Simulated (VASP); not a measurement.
# Ti4O in VASP: a series of runs

Ti4O is run at these levels: PBE; tasks: single point.

Program: VASP 6.6.1. These are calculated values, not measurements. Logs are shortened: lines on timing, memory, paths and dates and some standing lists are left out, and cuts for length are marked.

**1. The cell of the first run**

The cell holds a slab with vacuum, 5 atoms: a = 2.908 Å, b = 4.112 Å, c = 19.654 Å, α = 90.00°, β = 90.00°, γ = 90.00°.

**2. Single point, PBE**

Input file INCAR:

```
SYSTEM = Ti4O
PREC = Accurate
ENCUT = 520
EDIFF = 1E-6
ISMEAR = 0
SIGMA = 0.1
LREAL = .False.
LASPH = .True.
NELM = 80
ALGO = Normal
ISIF = 2
LWAVE = .False.
LCHARG = .True.
LDIPOL = .True.
IDIPOL = 3
DIPOL = 0.5 0.5 0.345
GGA = PE
LELF = .True.
LVHAR = .True.
LVACPOTAV = .True.
NBANDS = 35
```

Input file KPOINTS:

```
Automatic mesh
0
Gamma
  9 7 1
  0 0 0
```

Input file POSCAR:

```
Ti4O
1.0
    2.9075446938      0.0000000000      0.0000000000
    0.0000000000      4.1118891392      0.0000000000
    0.0000000000      0.0000000000     19.6535692687
Ti O
4 1
Direct
    0.5000000000      0.5000000000      0.2035253722
    0.0000000000      0.0000000000      0.2774952616
    0.5000000000      0.5000000000      0.3439484703
    0.0000000000      0.0000000000      0.4148645550
    0.0000000000      0.2000000000      0.4865452717
```

Potentials or basis: VASP PAW PBE potentials, release 64 (Ti_sv, O).

Command:

```
cat potpaw_PBE.64/Ti_sv/POTCAR potpaw_PBE.64/O/POTCAR > POTCAR
mpirun -np 1 vasp_std > vasp.out
```

OUTCAR:

```text
SYSTEM = Ti4O
   PREC = Accurate
   ENCUT = 520
   EDIFF = 1E-6
   ISMEAR = 0
   LREAL = .False.
   LASPH = .True.
   NELM = 80
   ISIF = 2
   GGA = PE

 ion  position               nearest neighbor table
   1  0.500  0.500  0.204-   3 2.76   2 2.91   2 2.91   2 2.91   2 2.91
   2  0.000  0.000  0.277-   4 2.70   3 2.84   3 2.84   3 2.84   3 2.84   1 2.91   1 2.91   1 2.91
                             1 2.91
   3  0.500  0.500  0.344-   1 2.76   2 2.84   2 2.84   2 2.84   2 2.84   4 2.88   4 2.88   4 2.88
                             4 2.88
   4  0.000  0.000  0.415-   5 1.63   2 2.70   3 2.88   3 2.88   3 2.88   3 2.88
   5  0.000  0.200  0.487-   4 1.63

  LATTYP: Found a simple orthorhombic cell.
 ALAT       =     2.9075446938
 B/A-ratio  =     1.4142135624
 C/A-ratio  =     6.7595071920

  Lattice vectors:

 A1 = (   2.9075446938,   0.0000000000,   0.0000000000)
 A2 = (   0.0000000000,   4.1118891392,   0.0000000000)
 A3 = (   0.0000000000,   0.0000000000,  19.6535692687)

Analysis of symmetry for initial positions (statically):
=====================================================================
 Subroutine PRICEL returns:
 Original cell was already a primitive cell.

 Routine SETGRP: Setting up the symmetry group for a
 simple orthorhombic supercell.

 Subroutine GETGRP returns: Found  2 space group operations
 (whereof  2 operations were pure point group operations)
 out of a pool of  8 trial point group operations.

The static configuration has the point symmetry C_1h.

Analysis of symmetry for dynamics (positions and initial velocities):
=====================================================================
 Subroutine PRICEL returns:
 Original cell was already a primitive cell.

 Routine SETGRP: Setting up the symmetry group for a
 simple orthorhombic supercell.

 Subroutine GETGRP returns: Found  2 space group operations
 (whereof  2 operations were pure point group operations)
 out of a pool of  8 trial point group operations.

The dynamic configuration has the point symmetry C_1h.

 Subroutine INISYM returns: Found  2 space group operations
 (whereof  2 operations are pure point group operations),
 and found     1 'primitive' translations

----------------------------------------------------------------------------------------

                                     Primitive cell

  volume of cell :     234.9683

  direct lattice vectors                    reciprocal lattice vectors
     2.907544694  0.000000000  0.000000000     0.343932804  0.000000000  0.000000000
     0.000000000  4.111889139  0.000000000     0.000000000  0.243197218  0.000000000
     0.000000000  0.000000000 19.653569269     0.000000000  0.000000000  0.050881343

  length of vectors
     2.907544694  4.111889139 19.653569269     0.343932804  0.243197218  0.050881343

  position of ions in fractional coordinates (direct lattice)
     0.500000000  0.500000000  0.203525372
     0.000000000  0.000000000  0.277495262
     0.500000000  0.500000000  0.343948470
     0.000000000  0.000000000  0.414864555
     0.000000000  0.200000000  0.486545272

  ion indices of the primitive-cell ions
   primitive index   ion index
                 1           1
                 2           2
                 3           3
                 4           4
                 5           5

----------------------------------------------------------------------------------------

 KPOINTS: Automatic mesh

Automatic generation of k-mesh.
 Grid dimensions read from file:
 generate k-points for:    9    7    1

 Generating k-lattice:

  Cartesian coordinates                     Fractional coordinates (reciprocal lattice)
     0.038214756  0.000000000  0.000000000     0.111111111  0.000000000  0.000000000
     0.000000000  0.034742460  0.000000000     0.000000000  0.142857143  0.000000000
     0.000000000  0.000000000  0.050881343     0.000000000  0.000000000  1.000000000

  Length of vectors
     0.038214756  0.034742460  0.050881343

  Shift w.r.t. Gamma in fractional coordinates (k-lattice)
     0.000000000  0.000000000  0.000000000

 Subroutine IBZKPT returns following result:
 ===========================================

 Found     20 irreducible k-points:

 Following reciprocal coordinates:
            Coordinates               Weight
  0.000000  0.000000  0.000000      1.000000
  0.111111  0.000000  0.000000      2.000000
  0.222222  0.000000  0.000000      2.000000
  0.333333  0.000000  0.000000      2.000000
  0.444444  0.000000  0.000000      2.000000
  0.000000  0.142857  0.000000      2.000000
[... 12 lines left out ...]
  0.333333  0.428571  0.000000      4.000000
  0.444444  0.428571  0.000000      4.000000
   k-points           NKPTS =     20   k-points in BZ     NKDIM =     20   number of bands    NBANDS=     35
   number of dos      NEDOS =    301   number of ions     NIONS =      5
   total plane-waves  NPLWV = 115200
   dimension x,y,z NGX =    24 NGY =   32 NGZ =  150
   dimension x,y,z NGXF=    48 NGYF=   64 NGZF=  300
   ions per type =               4   1
   NGX,Y,Z   is equivalent  to a cutoff of  13.72, 12.94, 12.69 a.u.
   NGXF,Y,Z  is equivalent  to a cutoff of  27.45, 25.88, 25.38 a.u.
 SYSTEM =  Ti4O
   PREC   = accura    normal or accurate (medium, high low for compatibility)
   ISTART =      0    job   : 0-new  1-cont  2-samecut
   ICHARG =      2    charge: 1-file 2-atom 10-const
   ISPIN  =      1    spin polarized calculation?
   LNONCOLLINEAR =      F non collinear calculations
   LSORBIT =      F    spin-orbit coupling
   LASPH  =      T    aspherical Exc in radial PAW
   ENCUT  =  520.0 eV  38.22 Ry    6.18 a.u.   5.41  7.65 36.54*2*pi/ulx,y,z
   NELM   =     80;   NELMIN=  2; NELMDL= -5     # of ELM steps
   EDIFF  = 0.1E-05   stopping-criterion for ELM
   LREAL  =      F    real-space projection
   EDIFFG = 0.1E-04   stopping-criterion for IOM
   NSW    =      0    number of steps for IOM
   IBRION =     -1    ionic relax: 0-MD 1-quasi-New 2-CG
   NFREE  =      0    steps in history (QN), initial steepest desc. (CG)
   ISIF   =      2    stress and relaxation
   ISYM   =      2    0-nonsym 1-usesym 2-fastsym
   POTIM  = 0.5000    time-step for ionic-motion
   TEBEG  =    0.0;   TEEND  =   0.0 temperature during run
   PSTRESS=    0.0 pullay stress
   NELECT =      54.0000    total number of electrons
   NUPDOWN=      -1.0000    fix difference up-down
   EMIN   =  10.00;   EMAX   =-10.00  energy-range for DOS
   EFERMI =   0.00;   METHOD = LEGACY
   ISMEAR =     0;   SIGMA  =   0.10  broadening in eV -4-tet -1-fermi 0-gaus
   EFERMI_NEDOS =   21; number of points for ismear=-14 and -15
   IALGO  =     38    algorithm
   IMIX   =      4    mixing-type and parameters
     AMIX     =   0.40;   BMIX     =  1.00
     AMIX_MAG =   1.60;   BMIX_MAG =  1.00
  volume/ion in A,a.u.               =      46.99       317.13
  Fermi-wavevector in a.u.,A,eV,Ry     =   1.002774  1.894968 13.681412  1.005555
  Thomas-Fermi vector in A             =   2.135283
   LORBIT       =      0    0 simple, 1 ext, 2 COOP (PROOUT), +10 PAW based schemes
   GGA     = PE    functional components
   LHFCALC =     F    Hartree Fock is set to
   AEXX    =    0.0000 exact exchange contribution
   IVDW    =     0    specifies the selected vdW correction
   LEPSILON=     F    determine dielectric tensor
   LRPA    =     F    only Hartree local field effects (RPA)
 non-spin polarized calculation
 Gauss-broadening in eV      SIGMA  =   0.10
  energy-cutoff  :      520.00
  volume of cell :      234.97
 maximum number of plane-waves:      6369
 NGX is ok and might be reduce to    24
   NGX = 11   NGY = 15   NGZ = 73

 dipolmoment           0.000000      0.000000     -0.240615 electrons x Angstroem

 number of electron      54.0000014 magnetization

 dipolmoment           0.000000      0.000000      0.262222 electrons x Angstroem

 Free energy of the ion-electron system (eV)
  ---------------------------------------------------
  ext. energy  EPLUGINS =         0.00000000
  ---------------------------------------------------
  free energy    TOTEN  =       -35.88193791 eV

  energy without entropy =      -35.84987507  energy(sigma->0) =      -35.86590649

 E-fermi :  -1.0179     XC(G=0):  -4.7257

 val. band max:       -1.0291483671   @ k =   0.2222   0.1429   0.0000
 cond. band min:      -1.0079227570   @ k =   0.4444   0.2857   0.0000
 fundamental gap:      0.0212256101
 Fermi energy:        -1.0178691645

 k-point     1 :       0.0000    0.0000    0.0000
  band No.  band energies     occupation
      1     -58.0714      2.00000
      2     -57.7475      2.00000
      3     -57.6178      2.00000
      4     -57.4903      2.00000
      5     -34.4884      2.00000
      6     -34.3977      2.00000
[... 27 lines left out ...]
     34       0.6106      0.00000
     35       0.8364      0.00000

 k-point     2 :       0.1111    0.0000    0.0000
  band No.  band energies     occupation
      1     -58.0662      2.00000
      2     -57.7404      2.00000
      3     -57.6147      2.00000
      4     -57.4870      2.00000
      5     -34.4856      2.00000
      6     -34.3842      2.00000
[... 27 lines left out ...]
     34       0.7897      0.00000
     35       0.8835      0.00000

 k-point     3 :       0.2222    0.0000    0.0000
  band No.  band energies     occupation
      1     -58.0529      2.00000
      2     -57.7218      2.00000
      3     -57.6074      2.00000
      4     -57.4786      2.00000
      5     -34.4804      2.00000
      6     -34.3501      2.00000
[... 27 lines left out ...]
     34       0.7236      0.00000
     35       0.9564      0.00000
[... 571 lines left out ...]
 k-point    19 :       0.3333    0.4286    0.0000
  band No.  band energies     occupation
      1     -58.0363      2.00000
      2     -57.6921      2.00000
      3     -57.6053      2.00000
      4     -57.4715      2.00000
      5     -34.4704      2.00000
      6     -34.3622      2.00000
[... 27 lines left out ...]
     34       0.7121      0.00000
     35       0.9306      0.00000

 k-point    20 :       0.4444    0.4286    0.0000
  band No.  band energies     occupation
      1     -58.0275      2.00000
      2     -57.6828      2.00000
      3     -57.5965      2.00000
      4     -57.4626      2.00000
      5     -34.4501      2.00000
      6     -34.3972      2.00000
[... 27 lines left out ...]
     34       0.7657      0.00000
     35       1.0371      0.00000

------------------------ aborting loop because EDIFF is reached ----------------------------------------

  FORCE on cell =-STRESS in cart. coord.  units (eV):
  Direction    XX          YY          ZZ          XY          YZ          ZX
  --------------------------------------------------------------------------------------
  -------------------------------------------------------------------------------------
  Total        3.1740221     -1.0620422      1.1944267      0.0000000      1.2963425      0.0000000
  in kB       21.6426932     -7.2417432      8.1444330      0.0000000      8.8393661      0.0000000
  external PRESSURE =       7.5151277 kB  Pullay stress =       0.0000000 kB

 VOLUME and BASIS-vectors are now :
 -----------------------------------------------------------------------------
  energy-cutoff  :      520.00
  volume of cell :      234.97
      direct lattice vectors                 reciprocal lattice vectors
     2.907544694  0.000000000  0.000000000     0.343932804  0.000000000  0.000000000
     0.000000000  4.111889139  0.000000000     0.000000000  0.243197218  0.000000000
     0.000000000  0.000000000 19.653569269     0.000000000  0.000000000  0.050881343

 POSITION                                       TOTAL-FORCE (eV/Angst)
 -----------------------------------------------------------------------------------
      1.45377      2.05594      4.00000         0.000000     -0.021221      0.483934
      0.00000      0.00000      5.45377         0.000000     -0.016300     -0.529395
      1.45377      2.05594      6.75982         0.000000     -0.328849     -0.979890
      0.00000      0.00000      8.15357         0.000000     -0.135694      0.719426
      0.00000      0.82238      9.56235         0.000000      0.502064      0.305925
 -----------------------------------------------------------------------------------
    total drift:                                0.000000      0.000065      0.000836

  FREE ENERGIE OF THE ION-ELECTRON SYSTEM (eV)
  ---------------------------------------------------
  free  energy   TOTEN  =       -35.8819379091 eV

  energy  without entropy=      -35.8498750732  energy(sigma->0) =      -35.86590649

 vacuum level on the upper side and lower side of the slab         6.322         2.354
```

Run time: 2.4 min. Hardware: 1 thread of Intel Xeon 6975P-C (Granite Rapids), shared host; peak memory 0.4 GiB.

What came out:

- Free energy: -35.8819 eV
- Largest force: 1.034 eV/Å
- Band gap on the k mesh: zero (band 27 reaches -0.67 eV, above the bottom of band 28 at -1.21 eV)

Forces on the atoms (eV/Å):
```
Ti   0.000 -0.021  0.484
Ti   0.000 -0.016 -0.529
Ti   0.000 -0.329 -0.980
Ti   0.000 -0.136  0.719
O    0.000  0.502  0.306
```

Levels at points of the mesh, in eV from the Fermi level:
```csv
k point,band 25,band 26,band 27,band 28,band 29,band 30
"(0.00, 0.00, 0.00)",-0.94,-0.23,-0.20,0.23,0.38,0.73
```

**3. Single point, PBE**

Input file INCAR:

```
PREC     = Accurate       # precision mode
ENCUT    = 520            # plane-wave cutoff, eV
EDIFF    = 1E-6           # SCF threshold, eV
ISMEAR   = 0              # smearing method
SIGMA    = 0.1            # smearing width, eV
LREAL    = False          # projectors in reciprocal space
LASPH    = True           # aspherical terms in the spheres
NELM     = 60             # most SCF steps
ALGO     = Normal         # electronic algorithm
ISIF     = 2              # what is computed and relaxed
LWAVE    = False          # write WAVECAR
LCHARG   = True           # write CHGCAR
LDIPOL   = True         
IDIPOL   = 3            
DIPOL    = 0.5 0.5 0.344
GGA      = PE             # functional
LELF     = True           # ELF
LVHAR    = True         
LVACPOTAV= True         
NBANDS   = 35             # bands
```

Input file KPOINTS:

```
Automatic mesh
0
Gamma
  9 7 1
```

POSCAR: that of step 2 with these lines changed.

```diff
@@ -12,2 +12,2 @@
     0.0000000000      0.0000000000      0.4148645550
-    0.0000000000      0.2000000000      0.4865452717
+    0.3333333333      0.0000000000      0.4825022198
```

Potentials or basis: VASP PAW PBE potentials, release 64 (Ti_sv, O).

Command:

```
cat potpaw_PBE.64/Ti_sv/POTCAR potpaw_PBE.64/O/POTCAR > POTCAR
mpirun -np 1 vasp_std > vasp.out
```

Wall time 2.4 min (1 thread of Intel Xeon 6975P-C (Granite Rapids), shared host); peak memory 0.39 GiB.

The run converged. Its results:

```
Free energy            : -36.9232 eV
Largest force          : 3.078 eV/Å
Band gap on the k mesh : zero (band 27 reaches -0.42 eV, above the bottom of band 28 at -0.90 eV)
```

Forces in eV/Å, atoms in the order of the input:
```
Ti  -0.015  0.000  0.416
Ti   0.067  0.000 -0.392
Ti  -0.022  0.000 -1.473
Ti  -2.822  0.000  1.229
O    2.792  0.000  0.220
```

Levels at points of the mesh, in eV from the Fermi level:
```csv
k point,band 23,band 24,band 25,band 26,band 27,band 28,band 29,band 30,band 31,band 32
"(0.00, 0.00, 0.00)",-2.05,-1.42,-0.75,-0.26,-0.14,0.27,0.27,0.80,0.92,1.06
```

**4. Single point, PBE**

Input file INCAR:

```
ALGO = Normal ; DIPOL = 0.5 0.5 0.334
EDIFF = 1E-7 ; ENCUT = 520
GGA = PE ; IDIPOL = 3
ISIF = 2 ; ISMEAR = 0
LASPH = T ; LCHARG = T
LDIPOL = T ; LELF = T
LREAL = F ; LVACPOTAV = T
LVHAR = T ; LWAVE = F
NBANDS = 35 ; NELM = 100
PREC = Accurate ; SIGMA = 0.1
```

Input file KPOINTS:

```
k-points
0
Gamma
  9 7 1
```

POSCAR: that of step 3 with these lines changed.

```diff
@@ -12,2 +12,2 @@
     0.0000000000      0.0000000000      0.4148645550
-    0.3333333333      0.0000000000      0.4825022198
+    0.0000000000      0.4000000000      0.4305172337
```

Command:

```
cat potpaw_PBE.64/Ti_sv/POTCAR potpaw_PBE.64/O/POTCAR > POTCAR
mpirun -np 1 vasp_std > vasp.out
```

Wall time 2.5 min (1 thread of Intel Xeon 6975P-C (Granite Rapids), shared host); peak memory 0.39 GiB.

Results (log left out):

- Free energy: -37.8866 eV
- Largest force: 4.886 eV/Å
- Band gap on the k mesh: zero (band 27 reaches 0.67 eV, above the bottom of band 28 at 0.15 eV)

Forces on the atoms (eV/Å):
```
Ti   0.000  0.013  0.380
Ti   0.000 -0.245 -0.964
Ti   0.000 -0.235  0.827
Ti   0.000 -4.418 -0.286
O    0.000  4.886  0.043
```

Levels at points of the mesh, in eV from the Fermi level:
| k point | band 25 | band 26 | band 27 | band 28 | band 29 | band 30 |
| --- | --- | --- | --- | --- | --- | --- |
| (0.00, 0.00, 0.00) | -1.27 | -0.34 | 0.05 | 0.19 | 0.37 | 0.61 |

[end of part 1 of 2]
